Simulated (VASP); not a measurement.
# Sb (R-3m) in VASP: further runs, part 2 of 2

VASP 6.6.1. The steps go on from the part before.

**5. Single point, PBE**

This run uses another cell than the first one, of 30.21 Å³/atom, 1.042 times its volume.

INCAR

```
  PREC = Accurate
  ENCUT = 520
  EDIFF = 1E-6
  ISMEAR = -1
  SIGMA = 0.05
  LREAL = F
  LASPH = T
  NELM = 100
  ALGO = Normal
  ISIF = 2
  LWAVE = F
  LCHARG = F
  GGA = PE
  NBANDS = 12
```

KPOINTS

```
regular mesh
0
Gamma
  6 6 6
```

POSCAR

```
Sb
1.0
    2.1542000000      1.2437279499      3.7580000000
   -2.1542000000      1.2437279499      3.7580000000
    0.0000000000     -2.4874558998      3.7580000000
Sb
2
Direct
    0.7665100000      0.7665100000      0.7665100000
    0.2334900000      0.2334900000      0.2334900000
```

Potentials or basis: VASP PAW PBE potentials, release 64 (Sb).

Launch:

```
$ cat potpaw_PBE.64/Sb/POTCAR > POTCAR
$ mpirun -np 1 vasp_std > vasp.out
```

OUTCAR:

```text
PREC = Accurate
   ENCUT = 520
   EDIFF = 1E-6
   ISMEAR = -1
   LREAL = F
   LASPH = T
   NELM = 100
   ISIF = 2
   GGA = PE

 ion  position               nearest neighbor table
   1  0.767  0.767  0.767-   2 2.91   2 2.91   2 2.91   2 3.35   2 3.35   2 3.35
   2  0.233  0.233  0.233-   1 2.91   1 2.91   1 2.91   1 3.35   1 3.35   1 3.35

  LATTYP: Found a trigonal (rhomboedric) cell.
 ALAT       =     4.5066618304
 COS(alpha) =     0.5430253624

  Lattice vectors:

 A1 = (   2.1542000000,   1.2437279499,   3.7580000000)
 A2 = (  -2.1542000000,   1.2437279499,   3.7580000000)
 A3 = (   0.0000000000,  -2.4874558998,   3.7580000000)

Analysis of symmetry for initial positions (statically):
=====================================================================
 Subroutine PRICEL returns:
 Original cell was already a primitive cell.

 Routine SETGRP: Setting up the symmetry group for a
 trigonal (rhombohedral) supercell.

 Subroutine GETGRP returns: Found 12 space group operations
 (whereof 12 operations were pure point group operations)
 out of a pool of 12 trial point group operations.

The static configuration has the point symmetry D_3d.

[... 164 lines left out ...]
 fundamental gap:      0.2689598889
 Fermi energy:         7.3346138354

 k-point     1 :       0.0000    0.0000    0.0000
  band No.  band energies     occupation
      1      -5.4370      2.00000
      2       2.4899      2.00000
      3       5.2188      2.00000
      4       5.4860      2.00000
      5       5.4860      2.00000
      6       9.3538      0.00000
      7       9.9829      0.00000
      8       9.9829      0.00000
      9      12.3674      0.00000
     10      12.3674      0.00000
     11      12.5243      0.00000
     12      13.8734      0.00000
[... 331 lines left out ...]
 k-point    24 :      -0.3333    0.5000    0.1667
  band No.  band energies     occupation
      1      -2.7788      2.00000
      2      -1.4056      2.00000
      3       1.9742      2.00000
      4       2.8650      2.00000
      5       5.4459      2.00000
      6       9.2218      0.00000
      7      10.5671      0.00000
      8      12.9450      0.00000
      9      13.2288      0.00000
     10      14.3282      0.00000
     11      17.0535      0.00000
     12      17.9083      0.00000

 [... further k-points ...]
[... 5 lines left out ...]
  --------------------------------------------------------------------------------------
  -------------------------------------------------------------------------------------
  Total        1.1088849      1.1088849      0.9804152     -0.0000000      0.0000000     -0.0000000
  in kB       29.4088208     29.4088208     26.0016669     -0.0000000      0.0000000     -0.0000000
  external PRESSURE =      28.2731028 kB  Pullay stress =       0.0000000 kB

 VOLUME and BASIS-vectors are now :
 -----------------------------------------------------------------------------
  energy-cutoff  :      520.00
  volume of cell :       60.41
      direct lattice vectors                 reciprocal lattice vectors
     2.154200000  1.243727950  3.758000000     0.232104726  0.134005726  0.088699663
    -2.154200000  1.243727950  3.758000000    -0.232104726  0.134005726  0.088699663
     0.000000000 -2.487455900  3.758000000     0.000000000 -0.268011452  0.088699663

 POSITION                                       TOTAL-FORCE (eV/Angst)
 -----------------------------------------------------------------------------------
      0.00000      0.00000      8.64163         0.000000      0.000000     -0.113954
      0.00000      0.00000      2.63237         0.000000     -0.000000      0.113954
 -----------------------------------------------------------------------------------
    total drift:                                0.000000     -0.000000     -0.000000

  FREE ENERGIE OF THE ION-ELECTRON SYSTEM (eV)
  ---------------------------------------------------
  free  energy   TOTEN  =        -8.2695497043 eV

  energy  without entropy=       -8.2668659127  energy(sigma->0) =       -8.26820781
```

stdout:

```text
POSCAR found type information on POSCAR Sb
 POSCAR found :  1 types and       2 ions
 scaLAPACK will be used
 LDA part: xc-table for (Slater+PW92), standard interpolation
 POSCAR, INCAR and KPOINTS ok, starting setup
 FFT: planning ... GRIDC
 FFT: planning ... GRID_SOFT
 FFT: planning ... GRID
 WAVECAR not read
 entering main loop
```

Wall time 63 s (1 thread of AMD EPYC 7R13, shared host); peak memory 0.17 GiB.

Results:

```
Free energy            : -8.2695 eV
Pressure               : 2.8 GPa
Largest force          : 0.114 eV/Å
Band gap on the k mesh : zero (band 5 reaches 7.35 eV, above the bottom of band 6 at 7.08 eV)
```

Forces in eV/Å, atoms in the order of the input:
```
Sb   0.000  0.000 -0.114
Sb   0.000  0.000  0.114
```

Levels at points of the mesh, in eV from the Fermi level:
| k point | band 1 | band 2 | band 3 | band 4 | band 5 | band 6 | band 7 | band 8 | band 9 | band 10 |
| --- | --- | --- | --- | --- | --- | --- | --- | --- | --- | --- |
| (0.00, 0.00, 0.00) | -12.77 | -4.84 | -2.12 | -1.85 | -1.85 | 2.02 | 2.65 | 2.65 | 5.03 | 5.03 |
| (0.50, 0.00, 0.00) | -10.41 | -9.68 | -1.99 | -1.88 | -0.34 | -0.25 | 0.14 | 0.45 | 7.52 | 8.15 |
| (0.50, 0.50, 0.00) | -10.41 | -8.05 | -5.48 | -3.80 | -3.71 | 1.48 | 4.89 | 5.47 | 6.89 | 8.64 |
| (0.50, 0.50, 0.50) | -11.24 | -9.03 | -1.37 | -1.37 | -0.52 | 0.08 | 0.08 | 1.08 | 6.95 | 8.60 |

Caveat: spin-orbit coupling is left out, which moves the levels of the heavy elements.

**6. Single point, PBE**

This run uses another cell than the first one, of 30.51 Å³/atom, 1.052 times its volume.

INCAR

```
SYSTEM = Sb
ALGO = Normal
EDIFF = 1E-6
ENCUT = 520
GGA = PE
ISIF = 2
ISMEAR = -1
LASPH = .True.
LCHARG = .False.
LREAL = .False.
LWAVE = .False.
NBANDS = 12
NELM = 80
PREC = Accurate
SIGMA = 0.05
```

KPOINTS

```
k-points
0
Gamma
  6 6 6
  0 0 0
```

POSCAR

```
Sb
1.0
    2.1542000000      1.2437279499      3.7955800000
   -2.1542000000      1.2437279499      3.7955800000
    0.0000000000     -2.4874558998      3.7955800000
Sb
2
Direct
    0.7665100000      0.7665100000      0.7665100000
    0.2334900000      0.2334900000      0.2334900000
```

Potentials or basis: VASP PAW PBE potentials, release 64 (Sb).

Launch:

```
$ cat potpaw_PBE.64/Sb/POTCAR > POTCAR
$ mpirun -np 1 vasp_std > vasp.out
```

OUTCAR:

```text
SYSTEM = Sb
   EDIFF = 1E-6
   ENCUT = 520
   GGA = PE
   ISIF = 2
   ISMEAR = -1
   LASPH = .True.
   LREAL = .False.
   NELM = 80
   PREC = Accurate

 ion  position               nearest neighbor table
   1  0.767  0.767  0.767-   2 2.92   2 2.92   2 2.92   2 3.37   2 3.37   2 3.37
   2  0.233  0.233  0.233-   1 2.92   1 2.92   1 2.92   1 3.37   1 3.37   1 3.37

  LATTYP: Found a trigonal (rhomboedric) cell.
 ALAT       =     4.5380463186
 COS(alpha) =     0.5493242500

  Lattice vectors:

 A1 = (   2.1542000000,   1.2437279499,   3.7955800000)
 A2 = (  -2.1542000000,   1.2437279499,   3.7955800000)
 A3 = (   0.0000000000,  -2.4874558998,   3.7955800000)

Analysis of symmetry for initial positions (statically):
=====================================================================
 Subroutine PRICEL returns:
 Original cell was already a primitive cell.

 Routine SETGRP: Setting up the symmetry group for a
 trigonal (rhombohedral) supercell.

 Subroutine GETGRP returns: Found 12 space group operations
 (whereof 12 operations were pure point group operations)
 out of a pool of 12 trial point group operations.

The static configuration has the point symmetry D_3d.

Analysis of symmetry for dynamics (positions and initial velocities):
=====================================================================
 Subroutine PRICEL returns:
 Original cell was already a primitive cell.

 Routine SETGRP: Setting up the symmetry group for a
 trigonal (rhombohedral) supercell.

 Subroutine GETGRP returns: Found 12 space group operations
 (whereof 12 operations were pure point group operations)
 out of a pool of 12 trial point group operations.

The dynamic configuration has the point symmetry D_3d.

 Subroutine INISYM returns: Found 12 space group operations
 (whereof 12 operations are pure point group operations),
 and found     1 'primitive' translations

----------------------------------------------------------------------------------------

                                     Primitive cell

  volume of cell :      61.0156

  direct lattice vectors                    reciprocal lattice vectors
     2.154200000  1.243727950  3.795580000     0.232104726  0.134005726  0.087821448
    -2.154200000  1.243727950  3.795580000    -0.232104726  0.134005726  0.087821448
     0.000000000 -2.487455900  3.795580000     0.000000000 -0.268011452  0.087821448

  length of vectors
     4.538046319  4.538046319  4.538046319     0.282033234  0.282033234  0.282033234

  position of ions in fractional coordinates (direct lattice)
     0.766510000  0.766510000  0.766510000
     0.233490000  0.233490000  0.233490000

  ion indices of the primitive-cell ions
   primitive index   ion index
                 1           1
                 2           2

----------------------------------------------------------------------------------------

 KPOINTS: k-points

Automatic generation of k-mesh.
 Grid dimensions read from file:
 generate k-points for:    6    6    6

 Generating k-lattice:

  Cartesian coordinates                     Fractional coordinates (reciprocal lattice)
     0.038684121  0.022334288  0.014636908     0.166666667  0.000000000  0.000000000
    -0.038684121  0.022334288  0.014636908     0.000000000  0.166666667  0.000000000
     0.000000000 -0.044668575  0.014636908     0.000000000  0.000000000  0.166666667

  Length of vectors
     0.047005539  0.047005539  0.047005539

  Shift w.r.t. Gamma in fractional coordinates (k-lattice)
     0.000000000  0.000000000  0.000000000

 Subroutine IBZKPT returns following result:
 ===========================================

 Found     32 irreducible k-points:

 Following reciprocal coordinates:
            Coordinates               Weight
  0.000000  0.000000  0.000000      1.000000
  0.166667  0.000000 -0.000000      6.000000
  0.333333 -0.000000 -0.000000      6.000000
  0.500000 -0.000000  0.000000      3.000000
  0.166667  0.166667 -0.000000      6.000000
  0.333333  0.166667  0.000000     12.000000
[... 16 lines left out ...]
  0.500000  0.500000  0.166667      6.000000
 -0.333333  0.500000  0.166667     12.000000
 [... further k-points ...]
   k-points           NKPTS =     32   k-points in BZ     NKDIM =     32   number of bands    NBANDS=     12
   number of dos      NEDOS =    301   number of ions     NIONS =      2
   total plane-waves  NPLWV =  46656
   dimension x,y,z NGX =    36 NGY =   36 NGZ =   36
   dimension x,y,z NGXF=    72 NGYF=   72 NGZF=   72
   ions per type =               2
   NGX,Y,Z   is equivalent  to a cutoff of  13.19, 13.19, 13.19 a.u.
   NGXF,Y,Z  is equivalent  to a cutoff of  26.38, 26.38, 26.38 a.u.
 SYSTEM =  Sb
   PREC   = accura    normal or accurate (medium, high low for compatibility)
   ISTART =      0    job   : 0-new  1-cont  2-samecut
   ICHARG =      2    charge: 1-file 2-atom 10-const
   ISPIN  =      1    spin polarized calculation?
   LNONCOLLINEAR =      F non collinear calculations
   LSORBIT =      F    spin-orbit coupling
   LASPH  =      T    aspherical Exc in radial PAW
   ENCUT  =  520.0 eV  38.22 Ry    6.18 a.u.   8.44  8.44  8.44*2*pi/ulx,y,z
   NELM   =     80;   NELMIN=  2; NELMDL= -5     # of ELM steps
   EDIFF  = 0.1E-05   stopping-criterion for ELM
   LREAL  =      F    real-space projection
   EDIFFG = 0.1E-04   stopping-criterion for IOM
   NSW    =      0    number of steps for IOM
   IBRION =     -1    ionic relax: 0-MD 1-quasi-New 2-CG
   NFREE  =      0    steps in history (QN), initial steepest desc. (CG)
   ISIF   =      2    stress and relaxation
   ISYM   =      2    0-nonsym 1-usesym 2-fastsym
   POTIM  = 0.5000    time-step for ionic-motion
   TEBEG  =    0.0;   TEEND  =   0.0 temperature during run
   PSTRESS=    0.0 pullay stress
   NELECT =      10.0000    total number of electrons
   NUPDOWN=      -1.0000    fix difference up-down
   EMIN   =  10.00;   EMAX   =-10.00  energy-range for DOS
   EFERMI =   0.00;   METHOD = LEGACY
   ISMEAR =    -1;   SIGMA  =   0.05  broadening in eV -4-tet -1-fermi 0-gaus
   EFERMI_NEDOS =   21; number of points for ismear=-14 and -15
   IALGO  =     38    algorithm
   IMIX   =      4    mixing-type and parameters
     AMIX     =   0.40;   BMIX     =  1.00
     AMIX_MAG =   1.60;   BMIX_MAG =  1.00
  volume/ion in A,a.u.               =      30.51       205.88
  Fermi-wavevector in a.u.,A,eV,Ry     =   0.895903  1.693012 10.920622  0.802643
  Thomas-Fermi vector in A             =   2.018294
   LORBIT       =      0    0 simple, 1 ext, 2 COOP (PROOUT), +10 PAW based schemes
   GGA     = PE    functional components
   LHFCALC =     F    Hartree Fock is set to
   AEXX    =    0.0000 exact exchange contribution
   IVDW    =     0    specifies the selected vdW correction
   LEPSILON=     F    determine dielectric tensor
   LRPA    =     F    only Hartree local field effects (RPA)
 non-spin polarized calculation
  energy-cutoff  :      520.00
  volume of cell :       61.02
 maximum number of plane-waves:      1656
 NGX is ok and might be reduce to    36
   NGX = 17   NGY = 17   NGZ = 17

 number of electron      10.0000000 magnetization

 Free energy of the ion-electron system (eV)
  ---------------------------------------------------
  ext. energy  EPLUGINS =         0.00000000
  ---------------------------------------------------
  free energy    TOTEN  =        -8.27799609 eV

  energy without entropy =       -8.27528462  energy(sigma->0) =       -8.27664036

 E-fermi :   7.2056     XC(G=0):  -9.4879

 val. band max:        6.9622662483   @ k =   0.5000  -0.0000   0.0000
 cond. band min:       7.2210760724   @ k =   0.3333   0.1667   0.1667
 fundamental gap:      0.2588098241
 Fermi energy:         7.2056218791

 k-point     1 :       0.0000    0.0000    0.0000
  band No.  band energies     occupation
      1      -5.4864      2.00000
      2       2.2995      2.00000
      3       5.0499      2.00000
      4       5.4193      2.00000
      5       5.4193      2.00000
      6       9.2227      0.00000
      7       9.8367      0.00000
      8       9.8367      0.00000
      9      12.2937      0.00000
     10      12.2937      0.00000
     11      12.3900      0.00000
     12      13.7862      0.00000
[... 331 lines left out ...]
 k-point    24 :      -0.3333    0.5000    0.1667
  band No.  band energies     occupation
      1      -2.8679      2.00000
      2      -1.5021      2.00000
      3       1.9155      2.00000
      4       2.7991      2.00000
      5       5.3315      2.00000
      6       9.0842      0.00000
      7      10.4584      0.00000
      8      12.7516      0.00000
      9      13.0531      0.00000
     10      14.1680      0.00000
     11      16.8626      0.00000
     12      17.7531      0.00000

 [... further k-points ...]
[... 5 lines left out ...]
  --------------------------------------------------------------------------------------
  -------------------------------------------------------------------------------------
  Total        0.9401245      0.9401245      0.7166204      0.0000000      0.0000000      0.0000000
  in kB       24.6862508     24.6862508     18.8173701      0.0000000      0.0000000      0.0000000
  external PRESSURE =      22.7299572 kB  Pullay stress =       0.0000000 kB

 VOLUME and BASIS-vectors are now :
 -----------------------------------------------------------------------------
  energy-cutoff  :      520.00
  volume of cell :       61.02
      direct lattice vectors                 reciprocal lattice vectors
     2.154200000  1.243727950  3.795580000     0.232104726  0.134005726  0.087821448
    -2.154200000  1.243727950  3.795580000    -0.232104726  0.134005726  0.087821448
     0.000000000 -2.487455900  3.795580000     0.000000000 -0.268011452  0.087821448

 POSITION                                       TOTAL-FORCE (eV/Angst)
 -----------------------------------------------------------------------------------
      0.00000      0.00000      8.72805         0.000000      0.000000     -0.053336
      0.00000      0.00000      2.65869         0.000000      0.000000      0.053336
 -----------------------------------------------------------------------------------
    total drift:                                0.000000     -0.000000     -0.000000

  FREE ENERGIE OF THE ION-ELECTRON SYSTEM (eV)
  ---------------------------------------------------
  free  energy   TOTEN  =        -8.2779960908 eV

  energy  without entropy=       -8.2752846213  energy(sigma->0) =       -8.27664036
```

It took 64 s on 1 thread of AMD EPYC 7R13, shared host; peak memory 0.17 GiB.

What came out:

- Free energy: -8.2780 eV
- Pressure: 2.3 GPa
- Largest force: 0.053 eV/Å
- Band gap on the k mesh: zero (band 5 reaches 7.22 eV, above the bottom of band 6 at 6.96 eV)

Forces on the atoms (eV/Å):
```
Sb   0.000  0.000 -0.053
Sb   0.000  0.000  0.053
```

Caveat: spin-orbit coupling is left out, which moves the levels of the heavy elements.

**7. Overview**

| cell | gap on the mesh (eV) | pressure (GPa) | largest force (eV/Å) |
| --- | --- | --- | --- |
| a = 4.382 Å, angles 58.9°, 2 atoms | none | 5.2 | 0.37 |
| a = 4.444 Å, angles 58.0°, 2 atoms | none | 4.0 | 0.24 |
| a = 4.475 Å, angles 57.5°, 2 atoms | none | 3.4 | 0.18 |
| a = 4.507 Å, angles 57.1°, 2 atoms | none | 2.8 | 0.11 |
| a = 4.538 Å, angles 56.7°, 2 atoms | none | 2.3 | 0.05 |

Alike in all rows: task single point; level PBE; potentials or basis VASP PAW PBE potentials, release 64 (Sb); no spin polarisation; k mesh 6 × 6 × 6; cutoff (eV) 520; smearing fermi-dirac 0.05 eV.

Caveats: spin-orbit coupling is left out, which moves the levels of the heavy elements.

Total energies depend on the potentials used, so only differences within one code and one set of settings carry meaning.
